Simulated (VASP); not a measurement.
**BePt: relaxation of cell and atoms with PBE**

The system is BePt.

```
CELL_PARAMETERS angstrom
0.00000 2.33240 2.33240
2.33240 0.00000 2.33240
2.33240 2.33240 0.00000
ATOMIC_POSITIONS crystal
Be 0.00000 0.00000 0.00000
Pt 0.50000 0.50000 0.50000
```

* Program: VASP 6.6.1
* Task: relaxation of cell and atoms
* Functional: PBE
* Potentials or basis: VASP PAW PBE potentials, release 64 (Be, Pt)
* Cutoff: 600 eV
* k mesh: 20 × 20 × 20
* Occupations: fermi-dirac, width 0.15 eV
* Spin: no spin polarisation
* Dipole correction: no
* Further INCAR settings: ALGO = Fast; EDIFF = 1e-06; IBRION = 2; EDIFFG = -0.001; NSW = 80; ISIF = 3

```
Relaxed volume                        : 12.70 Å³/atom
Relaxed cell                          : a = 3.300 Å, b = 3.300 Å, c = 3.300 Å, α = 60.00°, β = 60.00°, γ = 60.00°
Space group after relaxing (to 0.1 Å) : Fm-3m (No. 225)
Energy gained by relaxing             : 0.0 meV/atom
Ionic steps                           : 4
Pressure after relaxing               : 0.0 GPa
Band gap on the k mesh                : zero (bands 6 and 7 overlap by 0.80 eV)
```

Final structure:
```
Be Pt
1.0
     0.00000    2.33314    2.33314
     2.33314    0.00000    2.33314
     2.33314    2.33314    0.00000
Be Pt
1 1
Cartesian
  0.0000 0.0000 0.0000
  2.3331 2.3331 2.3331
```

Levels at points of the mesh, in eV from the Fermi level:
```
           k point  band 4  band 5  band 6  band 7  band 8  band 9
(0.00, 0.00, 0.00)   -3.43   -2.85   -2.85    5.80    5.80    5.80
(0.50, 0.00, 0.00)   -3.39   -1.74   -1.74    0.03    9.98   10.48
(0.50, 0.50, 0.00)   -2.08   -1.31   -1.31    1.73    2.27    2.27
```

Wall time 3 min on 1 thread of Intel Xeon 8259CL (shared host), peak memory 0.24 GiB.

Caveat: spin-orbit coupling is left out, which moves the levels of the heavy elements.
